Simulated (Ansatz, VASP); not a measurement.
## One calculation of YVSe2O, two programs

File INCAR:

```
SYSTEM = YVSe2O
PREC = Accurate ; ENCUT = 520
EDIFF = 1E-6 ; ISMEAR = -1
SIGMA = 0.1 ; LREAL = .FALSE.
LASPH = .TRUE. ; NELM = 60
ALGO = Normal ; ISIF = 2
LWAVE = .FALSE. ; LCHARG = .TRUE.
GGA = PS ; LELF = .TRUE.
LVHAR = .TRUE. ; NBANDS = 53
```

Contents of KPOINTS:

```
regular mesh
0
G
  5 5 2
  0 0 0
```

Contents of POSCAR:

```
YVSe2O
1.0
    0.0000000000      3.8814660000      0.0000000000
    5.8495690000     -1.9407330000      0.0000000000
    0.0281990000      0.0000000000     -8.4270580000
Y Se V O
2 4 2 2
Direct
    0.2303200000      0.4606400000      0.8020700000
    0.7696800000      0.5393600000      0.1979300000
    0.9530700000      0.9061400000      0.8005600000
    0.0469300000      0.0938600000      0.1994400000
    0.6406800000      0.2813600000      0.5351700000
    0.3593200000      0.7186400000      0.4648300000
    0.5000000000      0.0000000000      0.0000000000
    0.0000000000      0.0000000000      0.5000000000
    0.6629000000      0.3258000000      0.9418000000
    0.3371000000      0.6742000000      0.0582000000
```

Input for Ansatz:

```yaml
crystal:
  lattice:
    - [0.0, 3.881466, 0.0]
    - [5.849569, -1.940733, 0.0]
    - [0.028199, 0.0, -8.427058]
  atoms:
    - { symbol: "Y", position: [0.23032, 0.46064, 0.80207] }
    - { symbol: "Y", position: [0.76968, 0.53936, 0.19793] }
    - { symbol: Se, position: [0.95307, 0.90614, 0.80056] }
    - { symbol: Se, position: [0.04693, 0.09386, 0.19944] }
    - { symbol: Se, position: [0.64068, 0.28136, 0.53517] }
    - { symbol: Se, position: [0.35932, 0.71864, 0.46483] }
    - { symbol: V, position: [0.5, 0.0, 0.0] }
    - { symbol: V, position: [0.0, 0.0, 0.5] }
    - { symbol: O, position: [0.6629, 0.3258, 0.9418] }
    - { symbol: O, position: [0.3371, 0.6742, 0.0582] }
  symmetry: { tolerance: 0.0003 }
kpoints:
  mp_grid: { grid: [5, 5, 2], shift: [0, 0, 0] }
magnetization:
  spin_polarized: false
scf:
  occupations: { method: fermi_dirac }
hamiltonian:
  pseudopotentials: { kind: paw }
  xc: pbesol
basis:
  ecutwfc: 420
output:
  forces: true
  stress: true
  eigenvalues: true
```

Alike in both runs: task single point; functional PBEsol; k mesh 5 × 5 × 2; no spin polarisation.

|  | VASP | Ansatz |
| --- | --- | --- |
| version | VASP 6.6.1 | Ansatz 0.2.0 |
| potentials or method | VASP PAW PBE potentials, release 64 (Y_sv, Se, V_sv, O), cutoff 520 eV | PAW plane waves |
| occupations | fermi-dirac, width 0.1 eV | fermi-dirac |
| valence electrons in the cell | 84 | 124 |

```csv
,VASP,Ansatz,Ansatz less VASP
gap on the k mesh at the Fermi level (eV),none,none,-
pressure (GPa),-11.5,-11.6,-0.13
"traceless stress, the component that is largest in VASP (GPa)",1.25,1.19,-0.056
rms of the force components (eV/Å),0.241,0.238,-0.0028
```

VASP's potentials were made for PBE, not for PBEsol. Atom by atom the forces differ by 0.010 eV/Å (rms over components). A gap of «none» marks a metal or a gap that the smearing closes. VASP's potentials hold 84 valence electrons a cell and Ansatz's 124, so a difference there can come from the potentials and not from the codes.

The k mesh is coarse, so the values compare programs but aren't converged.
